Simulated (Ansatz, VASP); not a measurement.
Two plane-wave programs on Ca2C

Contents of POSCAR:

```
Ca2C
1.0
    0.0000000000      3.1595584424      3.1595584424
    3.1595584424      0.0000000000      3.1595584424
    3.1595584424      3.1595584424      0.0000000000
C Ca
1 2
Direct
    0.0000000000      0.0000000000      0.0000000000
    0.2500000000      0.2500000000      0.2500000000
    0.7500000000      0.7500000000      0.7500000000
```

File INCAR.step1:

```
SYSTEM = Ca2C
PREC = Accurate
ENCUT = 520
ISMEAR = 0
SIGMA = 0.01
LREAL = .False.
LASPH = .True.
NELM = 80
NBANDS = 19
GGA = PE
ALGO = Normal
EDIFF = 1E-4
LWAVE = .True.
LCHARG = .False.
```

The input INCAR.step2:

```
SYSTEM = Ca2C
PREC = Accurate
ENCUT = 520
EDIFF = 1E-7
ISMEAR = 0
SIGMA = 0.01
LREAL = .False.
LASPH = .True.
NELM = 80
ALGO = Normal
ISIF = 2
LWAVE = .False.
LCHARG = .True.
METAGGA = R2SCAN
LMIXTAU = .True.
LELF = .True.
LVHAR = .True.
NBANDS = 19
ISTART = 1
```

KPOINTS

```
regular mesh
0
Gamma
  6 6 6
  0 0 0
```

Input for Ansatz:

```yaml
crystal:
  lattice:
    - [0.0, 3.1595584424, 3.1595584424]
    - [3.1595584424, 0.0, 3.1595584424]
    - [3.1595584424, 3.1595584424, 0.0]
  atoms:
    - { symbol: C, position: [0.0, 0.0, 0.0] }
    - { symbol: Ca, position: [0.25, 0.25, 0.25] }
    - { symbol: Ca, position: [0.75, 0.75, 0.75] }
kpoints:
  mp_grid: { grid: [6, 6, 6] }
hamiltonian:
  xc: r2scan
scf:
  occupations: { method: fixed }
  n_extra_bands: 4
output:
  forces: true
  stress: true
  eigenvalues: true
```

Alike in both runs: task single point; functional r2SCAN; k mesh 6 × 6 × 6; no spin polarisation.

|  | VASP | Ansatz |
| --- | --- | --- |
| version | VASP 6.6.1 | Ansatz 0.2.0 |
| potentials or method | VASP PAW PBE potentials, release 64 (C, Ca_sv) | plane waves, PAW |
| plane-wave cutoff (eV) | 520 | 500 |
| occupations | gaussian, width 0.01 eV | fixed |
| valence electrons in the cell | 24 | 24 |

```csv
,VASP,Ansatz,Ansatz less VASP
gap on the k mesh at the Fermi level (eV),0.43,0.45,+0.013
pressure (GPa),-1.3,-1.6,-0.37
```

VASP's potentials were made for PBE, not for r2SCAN.
